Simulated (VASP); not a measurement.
# Si4NiPt3 (Cmm2) in VASP: single point with PBE

Aim: the single point of Si4NiPt3 with PBE.

Program: VASP 6.6.1. These are calculated values, not measurements. Logs are shortened: lines on timing, memory, paths and dates and some standing lists are left out, and cuts for length are marked.

## 1. The cell of the first run

The typed cell holds 8 atoms: a = 4.785 Å, b = 4.785 Å, c = 4.943 Å, α = 90.00°, β = 90.00°, γ = 90.01°.

## 2. Single point, PBE

INCAR

```
SYSTEM = Si4NiPt3
PREC     = Accurate       ! precision mode
ENCUT    = 520            ! plane-wave cutoff, eV
EDIFF    = 1E-6           ! SCF threshold, eV
ISMEAR   = 0              ! smearing method
SIGMA    = 0.1            ! smearing width, eV
LREAL    = .FALSE.        ! projectors in reciprocal space
LASPH    = .TRUE.         ! aspherical terms in the spheres
NELM     = 60             ! most SCF steps
ALGO     = Normal         ! electronic algorithm
ISIF     = 2              ! what is computed and relaxed
LWAVE    = .FALSE.        ! write WAVECAR
LCHARG   = .FALSE.        ! write CHGCAR
GGA      = PE             ! functional
NBANDS   = 38             ! bands
```

KPOINTS

```
Automatic mesh
0
G
  8 8 8
  0 0 0
```

POSCAR

```
Si4NiPt3
1.0
    3.3830910002     -3.3834906614      0.0000000000
    3.3830910002      3.3834906614      0.0000000000
    0.0000000000      0.0000000000      4.9429165121
Si Ni Pt
4 1 3
Direct
    0.0000000000      0.0000000000      0.1465229711
    0.5000000000      0.5000000000      0.1703826780
    0.5000000000      0.0000000000      0.8348608274
    0.0000000000      0.5000000000      0.8348608274
    0.0000000000      0.0000000000      0.6733891207
    0.5000000000      0.5000000000      0.6805056547
    0.5000000000      0.0000000000      0.3297389604
    0.0000000000      0.5000000000      0.3297389604
```

Potentials or basis: VASP PAW PBE potentials, release 64 (Si, Ni, Pt).

Run with:

```sh
> cat potpaw_PBE.64/Si/POTCAR potpaw_PBE.64/Ni/POTCAR potpaw_PBE.64/Pt/POTCAR > POTCAR
> mpirun -np 1 vasp_std > vasp.out
```

OUTCAR:

```text
SYSTEM = Si4NiPt3
   PREC = Accurate
   ENCUT = 520
   EDIFF = 1E-6
   ISMEAR = 0
   LREAL = .FALSE.
   LASPH = .TRUE.
   NELM = 60
   ISIF = 2
   GGA = PE

 ion  position               nearest neighbor table
   1  0.000  0.000  0.147-   5 2.34   7 2.56   8 2.56   8 2.56   7 2.56   5 2.60   4 2.85   4 2.85
                             3 2.85   3 2.85
   2  0.500  0.500  0.170-   6 2.42   7 2.52   8 2.52   7 2.52   8 2.52   6 2.52   3 2.91   4 2.91
                             4 2.91   3 2.91
   3  0.500  0.000  0.835-   7 2.45   7 2.50   6 2.51   6 2.51   5 2.52   5 2.52   1 2.85   1 2.85
                             2 2.91   2 2.91
   4  0.000  0.500  0.835-   8 2.45   8 2.50   6 2.51   6 2.51   5 2.52   5 2.52   1 2.85   1 2.85
                             2 2.91   2 2.91
   5  0.000  0.000  0.673-   1 2.34   3 2.52   4 2.52   4 2.52   3 2.52   1 2.60   8 2.93   8 2.93
                             7 2.93   7 2.93
   6  0.500  0.500  0.681-   2 2.42   3 2.51   4 2.51   3 2.51   4 2.51   2 2.52   8 2.95   7 2.95
                             7 2.95   8 2.95
   7  0.500  0.000  0.330-   3 2.45   3 2.50   2 2.52   2 2.52   1 2.56   1 2.56   5 2.93   5 2.93
                             6 2.95   6 2.95   8 3.38   8 3.38   8 3.38   8 3.38
   8  0.000  0.500  0.330-   4 2.45   4 2.50   2 2.52   2 2.52   1 2.56   1 2.56   5 2.93   5 2.93
                             6 2.95   6 2.95   7 3.38   7 3.38   7 3.38   7 3.38

  LATTYP: Found a base centered orthorhombic cell.
 ALAT       =     6.7661820004
 B/A-ratio  =     1.0001181349
 C/A-ratio  =     0.7305325975

  Lattice vectors:

 A1 = (   3.3830910002,  -3.3834906614,   0.0000000000)
 A2 = (   3.3830910002,   3.3834906614,   0.0000000000)
 A3 = (   0.0000000000,   0.0000000000,   4.9429165121)

Analysis of symmetry for initial positions (statically):
=====================================================================
 Subroutine PRICEL returns:
 Original cell was already a primitive cell.

 Routine SETGRP: Setting up the symmetry group for a
 base centered orthorhombic supercell.

 Subroutine GETGRP returns: Found  4 space group operations
 (whereof  4 operations were pure point group operations)
 out of a pool of  8 trial point group operations.

The static configuration has the point symmetry C_2v.

Analysis of symmetry for dynamics (positions and initial velocities):
=====================================================================
 Subroutine PRICEL returns:
 Original cell was already a primitive cell.

 Routine SETGRP: Setting up the symmetry group for a
 base centered orthorhombic supercell.

 Subroutine GETGRP returns: Found  4 space group operations
 (whereof  4 operations were pure point group operations)
 out of a pool of  8 trial point group operations.

[... 123 lines left out ...]
   NELECT =      56.0000    total number of electrons
   NUPDOWN=      -1.0000    fix difference up-down
   EMIN   =  10.00;   EMAX   =-10.00  energy-range for DOS
   EFERMI =   0.00;   METHOD = LEGACY
   ISMEAR =     0;   SIGMA  =   0.10  broadening in eV -4-tet -1-fermi 0-gaus
   EFERMI_NEDOS =   21; number of points for ismear=-14 and -15
   IALGO  =     38    algorithm
   IMIX   =      4    mixing-type and parameters
     AMIX     =   0.40;   BMIX     =  1.00
     AMIX_MAG =   1.60;   BMIX_MAG =  1.00
  volume/ion in A,a.u.               =      14.14        95.45
  Fermi-wavevector in a.u.,A,eV,Ry     =   1.294912  2.447029 22.814203  1.676797
  Thomas-Fermi vector in A             =   2.426465
   LORBIT       =      0    0 simple, 1 ext, 2 COOP (PROOUT), +10 PAW based schemes
   GGA     = PE    functional components
   LHFCALC =     F    Hartree Fock is set to
   AEXX    =    0.0000 exact exchange contribution
   IVDW    =     0    specifies the selected vdW correction
   LEPSILON=     F    determine dielectric tensor
   LRPA    =     F    only Hartree local field effects (RPA)
 non-spin polarized calculation
 Gauss-broadening in eV      SIGMA  =   0.10
  energy-cutoff  :      520.00
  volume of cell :      113.16
 maximum number of plane-waves:      3088
   NGX = 17   NGY = 17   NGZ = 19

 number of electron      55.9999987 magnetization

 Free energy of the ion-electron system (eV)
  ---------------------------------------------------
  ext. energy  EPLUGINS =         0.00000000
  ---------------------------------------------------
  free energy    TOTEN  =       -49.75976293 eV

  energy without entropy =      -49.75010678  energy(sigma->0) =      -49.75493485

 E-fermi :  11.3112     XC(G=0): -12.2700

 val. band max:       11.3067594932   @ k =  -0.3750   0.1250   0.0000
 cond. band min:      11.3163431702   @ k =   0.2500   0.1250   0.0000
 fundamental gap:      0.0095836770
 Fermi energy:        11.3112002189

 k-point     1 :       0.0000    0.0000    0.0000
  band No.  band energies     occupation
      1      -2.2348      2.00000
      2       1.3209      2.00000
      3       1.6284      2.00000
      4       2.1774      2.00000
      5       4.3268      2.00000
      6       4.3268      2.00000
[... 973 lines left out ...]
     37      15.3778      0.00000
     38      15.9506      0.00000

 [... further k-points ...]

------------------------ aborting loop because EDIFF is reached ----------------------------------------

  FORCE on cell =-STRESS in cart. coord.  units (eV):
  Direction    XX          YY          ZZ          XY          YZ          ZX
  --------------------------------------------------------------------------------------
  -------------------------------------------------------------------------------------
  Total       -0.0609559     -0.0636983     -0.0133736      0.0000000      0.0000000      0.0000000
  in kB       -0.8630469     -0.9018759     -0.1893502      0.0000000      0.0000000      0.0000000
  external PRESSURE =      -0.6514244 kB  Pullay stress =       0.0000000 kB

 VOLUME and BASIS-vectors are now :
 -----------------------------------------------------------------------------
  energy-cutoff  :      520.00
  volume of cell :      113.16
      direct lattice vectors                 reciprocal lattice vectors
     3.383091000 -3.383490661  0.000000000     0.147793837 -0.147776379  0.000000000
     3.383091000  3.383490661  0.000000000     0.147793837  0.147776379  0.000000000
     0.000000000  0.000000000  4.942916512     0.000000000  0.000000000  0.202309709

 POSITION                                       TOTAL-FORCE (eV/Angst)
 -----------------------------------------------------------------------------------
      0.00000      0.00000      0.72425         0.000000     -0.000000      0.002125
      3.38309      0.00000      0.84219         0.000000     -0.000000     -0.000405
      1.69155     -1.69175      4.12665         0.000000     -0.000000      0.008117
      1.69155      1.69175      4.12665        -0.000000     -0.000000      0.008117
      0.00000      0.00000      3.32851         0.000000     -0.000000     -0.008002
      3.38309      0.00000      3.36368        -0.000000     -0.000000      0.005209
      1.69155     -1.69175      1.62987         0.000000      0.000000     -0.007580
      1.69155      1.69175      1.62987         0.000000     -0.000000     -0.007580
 -----------------------------------------------------------------------------------
    total drift:                               -0.000000      0.000000     -0.000948

  FREE ENERGIE OF THE ION-ELECTRON SYSTEM (eV)
  ---------------------------------------------------
  free  energy   TOTEN  =       -49.7597629278 eV

  energy  without entropy=      -49.7501067822  energy(sigma->0) =      -49.75493485
```

stdout:

```text
POSCAR found type information on POSCAR SiNiPt
 POSCAR found :  3 types and       8 ions
 scaLAPACK will be used
 LDA part: xc-table for (Slater+PW92), standard interpolation
 POSCAR, INCAR and KPOINTS ok, starting setup
 FFT: planning ... GRIDC
 FFT: planning ... GRID_SOFT
 FFT: planning ... GRID
 WAVECAR not read
 entering main loop
```

Wall time 2.8 min (1 thread of Intel Xeon 6975P-C (Granite Rapids), shared host); peak memory 0.51 GiB.

What came out:

* Free energy: -49.7598 eV
* Pressure: -0.1 GPa
* Largest force: 0.008 eV/Å
* Band gap on the k mesh: zero (band 28 reaches 11.66 eV, above the bottom of band 29 at 10.39 eV)

Forces on the atoms (eV/Å):
```
Si   0.000  0.000  0.002
Si   0.000  0.000  0.000
Si   0.000  0.000  0.008
Si   0.000  0.000  0.008
Ni   0.000  0.000 -0.008
Pt   0.000  0.000  0.005
Pt   0.000  0.000 -0.008
Pt   0.000  0.000 -0.008
```

Levels at points of the mesh, in eV from the Fermi level:
```
           k point  band 26  band 27  band 28  band 29  band 30  band 31
(0.00, 0.00, 0.00)    -1.99    -1.98    -0.92    -0.92     1.01     1.62
(0.50, 0.00, 0.00)    -1.61    -1.55    -1.55    -0.44    -0.20     1.99
(0.50, 0.50, 0.00)    -2.57    -2.32    -1.92     1.09     1.09     1.54
(0.00, 0.00, 0.50)    -1.99     0.09     0.09     0.20     0.93     1.12
(0.50, 0.00, 0.50)    -1.68     0.09     0.35     0.42     0.48     0.54
(0.50, 0.50, 0.50)    -2.14    -2.14    -1.86     3.60     3.60     3.65
```

Caveat: spin-orbit coupling is left out, which moves the levels of the heavy elements. Spin polarisation is off, so any magnetic state and its effect on volume and gap are missing.
